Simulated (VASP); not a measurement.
Input of a VASP 6.6.1 run:

File INCAR:

```
  ALGO = Normal
  EDIFF = 1E-6
  EDIFFG = -0.005
  ENCUT = 600
  GGA = PE
  IBRION = 2
  ISIF = 3
  ISMEAR = -1
  LASPH = True
  LCHARG = False
  LREAL = False
  LWAVE = False
  NELM = 100
  NSW = 80
  PREC = Accurate
  SIGMA = 0.02
```

File KPOINTS:

```
k-points
0
Gamma
  8 8 8
```

Contents of POSCAR:

```
BiB
1.0
    3.0248142705      0.0000000000      0.0000000000
    0.0000000000      3.0248142705      0.0000000000
    0.0000000000      0.0000000000      3.0248142705
B Bi
1 1
Direct
    0.0000000000      0.0000000000      0.0000000000
    0.5000000000      0.5000000000      0.5000000000
```

Potentials or basis: VASP PAW PBE potentials, release 64 (B, Bi_d).

Launch:

```console
$ cat potpaw_PBE.64/B/POTCAR potpaw_PBE.64/Bi_d/POTCAR > POTCAR
$ mpirun -np 1 vasp_std > vasp.out
```

Problem. Estimate the relaxed cell.

Solution. a = 3.374 Å, b = 3.374 Å, c = 3.374 Å, α = 90.00°, β = 90.00°, γ = 90.00°.

Problem. Estimate the space group after relaxing (to 0.05 Å).

Solution. Pm-3m (No. 221).

Problem. Predict the relaxed volume.

Solution. 19.21 Å³/atom.

Final structure:
```cif
data_structure
_symmetry_space_group_name_H-M 'P 1'
_symmetry_Int_Tables_number 1
_cell_length_a 3.3743
_cell_length_b 3.3743
_cell_length_c 3.3743
_cell_angle_alpha 90.000
_cell_angle_beta 90.000
_cell_angle_gamma 90.000
_cell_volume 38.42
loop_
_atom_site_label
_atom_site_type_symbol
_atom_site_fract_x
_atom_site_fract_y
_atom_site_fract_z
_atom_site_occupancy
B1 B 0.00000 0.00000 0.00000 1
Bi1 Bi 0.50000 0.50000 0.50000 1
```

Caveat: the volume moved by over 15 % at a fixed basis, so the end points are rough.
